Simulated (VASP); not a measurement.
Set up this calculation in VASP 6.6.1, as the native input.

* Task: relaxation of shape and atoms at fixed volume
* Functional: LDA
* Potentials or basis: VASP PAW LDA potentials, release 64 (Li_sv, Nb_sv, O)
* Cutoff: 600 eV
* k mesh: 6 × 6 × 6
* Occupations: gaussian, width 0.02 eV
* Spin: no spin polarisation
* Dipole correction: no
* Further INCAR settings: ALGO = Normal; EDIFF = 1e-06; IBRION = 2; EDIFFG = -0.01; NSW = 50; ISIF = 4

The structure of LiNbO3 lies in POSCAR:

```
LiNbO3
1.0
    2.5361986132      1.4642749520      4.4715827962
   -2.5361986132      1.4642749520      4.4715827962
    0.0000000000     -2.9285499041      4.4715827962
Li Nb O
2 2 6
Direct
    0.2500000000      0.2500000000      0.2500000000
    0.7500000000      0.7500000000      0.7500000000
    0.0000000000      0.0000000000      0.0000000000
    0.5000000000      0.5000000000      0.5000000000
    0.1252716902      0.3747283098      0.7500000000
    0.7500000000      0.1252716902      0.3747283098
    0.3747283098      0.7500000000      0.1252716902
    0.2500000000      0.8747283098      0.6252716902
    0.8747283098      0.6252716902      0.2500000000
    0.6252716902      0.2500000000      0.8747283098
```

The input as run:

INCAR

```
SYSTEM = LiNbO3
PREC = Accurate
ENCUT = 600
EDIFF = 1E-6
ISMEAR = 0
SIGMA = 0.02
LREAL = .False.
LASPH = .True.
NELM = 60
ALGO = Normal
ISIF = 4
LWAVE = .False.
LCHARG = .False.
IBRION = 2
NSW = 50
EDIFFG = -0.01
```

KPOINTS

```
Automatic mesh
0
Gamma
  6 6 6
  0 0 0
```

Potentials or basis: VASP PAW LDA potentials, release 64 (Li_sv, Nb_sv, O).

Command:

```sh
$ cat potpaw_LDA.64/Li_sv/POTCAR potpaw_LDA.64/Nb_sv/POTCAR potpaw_LDA.64/O/POTCAR > POTCAR
$ mpirun -np 1 vasp_std > vasp.out
```

Results of the run:

```
Energy gained by relaxing : 2.0 meV/atom
Ionic steps               : 5
Pressure after relaxing   : 5.3 GPa
Band gap on the k mesh    : 2.67 eV (least direct gap 2.73 eV)
```

Caveat: the cutoff is under 1.25 times the usual one of these potentials, so pressure, stress and relaxed cells hold a basis-set (Pulay) error.

Run time: 6 min on 1 thread of Intel(R) Xeon(R) 6975P-C (Granite Rapids), on a shared host, peak memory 0.34 GiB.
